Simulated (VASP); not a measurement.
Write the native input for VASP 6.6.1 that does the following.

* Task: single point
* Functional: HSE06
* Potentials or basis: VASP PAW PBE potentials, release 64 (Ni)
* Cutoff: 520 eV
* k mesh: 6 × 6 × 6
* Occupations: fermi-dirac, width 0.1 eV
* Spin: no spin polarisation
* Dipole correction: no
* Grid for exact exchange (PRECFOCK): Normal
* Further INCAR settings: ALGO = Normal; EDIFF = 1e-07; NBANDS = 11
* Share of exact exchange: 0.25
* Screening parameter: 0.2079 1/Å

Ni:

```
Ni
1.0
     0.00000    1.74322    1.74322
     1.74322    0.00000    1.74322
     1.74322    1.74322    0.00000
Ni
1
Direct
  0.00000 0.00000 0.00000
```

These files were run (other wordings do the same):

POSCAR

```
Ni
1.0
    0.0000000000      1.7432211216      1.7432211216
    1.7432211216      0.0000000000      1.7432211216
    1.7432211216      1.7432211216      0.0000000000
Ni
1
Direct
    0.0000000000      0.0000000000      0.0000000000
```

INCAR.step1

```
PREC = Accurate
ENCUT = 520
EDIFF = 1E-5
ISMEAR = -1
SIGMA = 0.1
LREAL = F
LASPH = T
NELM = 80
ALGO = Normal
ISIF = 2
LWAVE = T
LCHARG = F
NBANDS = 11
GGA = PE
```

INCAR.step2

```
PREC = Accurate
ENCUT = 520
EDIFF = 1E-7
ISMEAR = -1
SIGMA = 0.1
LREAL = F
LASPH = T
NELM = 80
ALGO = Normal
ISIF = 2
LWAVE = F
LCHARG = F
GGA = PE
LHFCALC = T
HFSCREEN = 0.2079
PRECFOCK = Normal
NBANDS = 11
ISTART = 1
```

KPOINTS

```
Automatic mesh
0
Gamma
  6 6 6
```

Potentials or basis: VASP PAW PBE potentials, release 64 (Ni).

Launch:

```console
$ cat potpaw_PBE.64/Ni/POTCAR > POTCAR
$ cp INCAR.step1 INCAR
$ mpirun -np 1 vasp_std > vasp.out
$ cp INCAR.step2 INCAR
$ mpirun -np 1 vasp_std > vasp.out
```

Results of the run:

```json
{
 "Pressure": "-2.3 GPa",
 "Band gap on the k mesh": "zero (bands 5 and 6 overlap by 2.12 eV)"
}
```

Caveat: the k points lie up to 0.52 Å⁻¹ apart, too coarse for converged energies and pressures of a metal; the PAW data sets were made with another functional, which shifts forces and pressure a little; the run has no spin polarisation, though such a crystal can be magnetic.

It took 5.2 min on 1 thread of AMD EPYC 7R13 Processor (Zen 3), with other jobs on the host, peak memory 0.19 GiB.
